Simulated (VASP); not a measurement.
Wanted: the native input for a VASP 6.6.1 run.

* Task: single point
* Functional: r2SCAN
* Potentials or basis: VASP PAW PBE potentials, release 64 (Na_pv, F)
* Cutoff: 520 eV
* k mesh: 10 × 10 × 10
* Occupations: gaussian, width 0.01 eV
* Spin: no spin polarisation
* Dipole correction: no
* Further INCAR settings: ALGO = Normal; EDIFF = 1e-06; NBANDS = 14

The system is NaF.

```xyz
2
Lattice="-0.0867 2.2833 2.2833 2.2833 -0.0867 2.2833 2.2833 2.2833 -0.0867" Properties=species:S:1:pos:R:3 pbc="T T T"
Na    0.0000    0.0000    0.0000
F     2.2399    2.2399    2.2399
```

This cell differs from its parent crystal: epitaxial 111 strain +3.2%.

These files were run (other wordings do the same):

POSCAR

```
NaF
1.0
   -0.0867344188      2.2832538977      2.2832538977
    2.2832538977     -0.0867344188      2.2832538977
    2.2832538977      2.2832538977     -0.0867344188
Na F
1 1
Direct
    0.0000000000      0.0000000000      0.0000000000
    0.5000000000      0.5000000000      0.5000000000
```

INCAR.step1

```
ALGO = Normal
EDIFF = 1E-4
ENCUT = 520
GGA = PE
ISMEAR = 0
LASPH = T
LCHARG = F
LREAL = F
LWAVE = T
NBANDS = 14
NELM = 60
PREC = Accurate
SIGMA = 0.01
```

INCAR.step2

```
ALGO = Normal
EDIFF = 1E-6
ENCUT = 520
ISIF = 2
ISMEAR = 0
ISTART = 1
LASPH = T
LCHARG = F
LMIXTAU = T
LREAL = F
LWAVE = F
METAGGA = R2SCAN
NBANDS = 14
NELM = 60
PREC = Accurate
SIGMA = 0.01
```

KPOINTS

```
k-points
0
Gamma
  10 10 10
```

Potentials or basis: VASP PAW PBE potentials, release 64 (Na_pv, F).

Launch:

```sh
$ cat potpaw_PBE.64/Na_pv/POTCAR potpaw_PBE.64/F/POTCAR > POTCAR
$ cp INCAR.step1 INCAR
$ mpirun -np 1 vasp_std > vasp.out
$ cp INCAR.step2 INCAR
$ mpirun -np 1 vasp_std > vasp.out
```

Results of the run:

```json
{
 "Pressure": "-2.4 GPa",
 "Band gap on the k mesh": "7.00 eV, direct"
}
```

Caveat: the cell differs from its parent crystal (epitaxial 111 strain +3.2%); the PAW data sets were made with another functional, which shifts forces and pressure a little.

Run time: 77 s on 1 thread of Intel Xeon 6975P-C, on a shared host, peak memory 0.16 GiB.
